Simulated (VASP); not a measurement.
Crystal: Mg3Zn2O5.

```
Mg Zn O
1.0
     0.02230   -2.99410   -0.01524
     2.98098   -0.02230    0.01635
    -1.44380    1.56210   10.60707
Mg Zn O
3 2 5
Direct
  0.85436 0.95227 0.82007
  0.48085 0.55043 0.98248
  0.20466 0.04746 0.21389
  0.73091 0.68399 0.41342
  0.30862 0.36211 0.60866
  0.79753 0.75589 0.60611
  0.37486 0.36180 0.80095
  0.96390 0.96555 0.98766
  0.61749 0.62369 0.18170
  0.16683 0.19682 0.38507
```

- Program: VASP 6.6.1
- Task: relaxation of cell and atoms
- Functional: PBE
- Potentials or basis: VASP PAW PBE potentials, release 64 (Mg, Zn, O)
- Cutoff: 600 eV
- k mesh: 4 × 4 × 4
- Occupations: gaussian, width 0.1 eV
- Spin: no spin polarisation

At the start: pressure 19.8 GPa; volume 9.47 Å³/atom.

Question: Where does the relaxation end?

Answer: Over 22 steps the energy falls by 254.4 meV/atom and the volume is 9.83 Å³/atom (+3.9 %); space group P1 (No. 1, to 0.1 Å) before, I4/mmm (No. 139, to 0.1 Å).

Step by step:
```tsv
step	energy change (eV)	largest force (eV/Å)	pressure (GPa)	volume (Å³)
1	0.0000	4.1842	19.79	94.67
2	-1.5685	0.8506	-13.48	111.57
3	-1.7785	1.1507	-7.30	106.19
4	-2.2077	0.6847	-2.55	101.24
5	-2.2977	0.8735	2.10	97.80
6	-2.4334	0.4601	1.45	97.68
7	-2.4580	0.4669	1.48	97.61
8	-2.5062	0.2540	-1.18	99.14
9	-2.5079	0.2364	-1.73	99.49
10	-2.5263	0.1606	0.26	98.17
11	-2.5265	0.1716	0.52	98.02
12	-2.5347	0.0920	0.29	98.15
13	-2.5371	0.1241	0.10	98.28
14	-2.5402	0.0607	-0.22	98.46
15	-2.5406	0.0828	-0.35	98.55
16	-2.5421	0.0630	0.33	98.14
17	-2.5421	0.0589	0.29	98.18
18	-2.5431	0.0377	-0.04	98.36
19	-2.5431	0.0417	-0.09	98.39
20	-2.5435	0.0383	0.00	98.33
21	-2.5435	0.0342	0.00	98.34
22	-2.5436	0.0063	0.04	98.32
```

Final structure:
```
Mg Zn O
1.0
    -0.00044   -3.03149    0.00004
     3.03183   -0.00003   -0.00025
    -1.51616    1.51571   10.69708
Mg Zn O
3 2 5
Direct
  0.90065 0.90041 0.80114
  0.49994 0.50011 0.00001
  0.09946 0.09928 0.19882
  0.69976 0.69969 0.39923
  0.30001 0.30033 0.60079
  0.80109 0.80160 0.60275
  0.40188 0.40186 0.80353
  0.99992 0.99999 0.99998
  0.59835 0.59819 0.19646
  0.19896 0.19854 0.39730
```

Caveat: the k points lie up to 0.52 Å⁻¹ apart in the final cell.
